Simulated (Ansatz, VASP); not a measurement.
## Al: VASP beside Ansatz

INCAR

```
PREC     = Accurate       # precision mode
ENCUT    = 500            # plane-wave cutoff, eV
EDIFF    = 1E-6           # SCF threshold, eV
ISMEAR   = 0              # smearing method
SIGMA    = 0.1            # smearing width, eV
LREAL    = False          # projectors in reciprocal space
LASPH    = True           # aspherical terms in the spheres
NELM     = 120            # most SCF steps
ALGO     = Normal         # electronic algorithm
ISIF     = 2              # what is computed and relaxed
LWAVE    = False          # write WAVECAR
LCHARG   = False          # write CHGCAR
GGA      = PS             # functional
NBANDS   = 14             # bands
GGA_COMPAT= False
```

The input KPOINTS:

```
Automatic mesh
0
Gamma
  6 6 4
```

POSCAR

```
Al
1.0
    2.6868123428     -1.7757774202      0.0000000000
    2.6868123428      1.7757774202      0.0000000000
    0.0000000000      0.0000000000      7.2438386526
Al
4
Direct
    0.8500000000      0.1500000000      0.1170000000
    0.6500000000      0.3500000000      0.6170000000
    0.1500000000      0.8500000000      0.8830000000
    0.3500000000      0.6500000000      0.3830000000
```

Input for Ansatz:

```yaml
crystal:
  lattice:
    - [2.6868123428, -1.7757774202, 0.0]
    - [2.6868123428, 1.7757774202, 0.0]
    - [0.0, 0.0, 7.2438386526]
  atoms:
    - { symbol: Al, position: [0.85, 0.15, 0.117] }
    - { symbol: Al, position: [0.65, 0.35, 0.617] }
    - { symbol: Al, position: [0.15, 0.85, 0.883] }
    - { symbol: Al, position: [0.35, 0.65, 0.383] }
basis:
  ecutwfc: 420
kpoints:
  mp_grid: { grid: [6, 6, 4] }
hamiltonian:
  xc: pbesol
scf:
  occupations: { method: gaussian, width: 0.1 }
  lower_state_search: "off"
output:
  forces: true
  stress: true
  eigenvalues: true
```

Alike in both runs: task single point; functional PBEsol; k mesh 6 × 6 × 4; occupations gaussian, width 0.1 eV; no spin polarisation.

|  | VASP | Ansatz |
| --- | --- | --- |
| version | VASP 6.6.1 | Ansatz 0.2.0 |
| potentials or method | VASP PAW PBE potentials, release 64 (Al), cutoff 500 eV | scalar-relativistic, plane waves, PAW |
| valence electrons in the cell | 12 | 12 |

VASP gave:

* gap on the k mesh at the Fermi level (eV): none
* pressure (GPa): 22.1
* traceless stress, the component that is largest in VASP (GPa): 36.40
* rms of the force components (eV/Å): 4.350

Problem. What did Ansatz give for the same quantities?

Solution. gap on the k mesh at the Fermi level (eV): none; pressure (GPa): 21.9; traceless stress, the component that is largest in VASP (GPa): 36.19; rms of the force components (eV/Å): 4.330.

VASP's potentials were made for PBE, not for PBEsol. Atom by atom the forces differ by 0.020 eV/Å (rms over components). A gap of «none» marks a metal or a gap that the smearing closes.
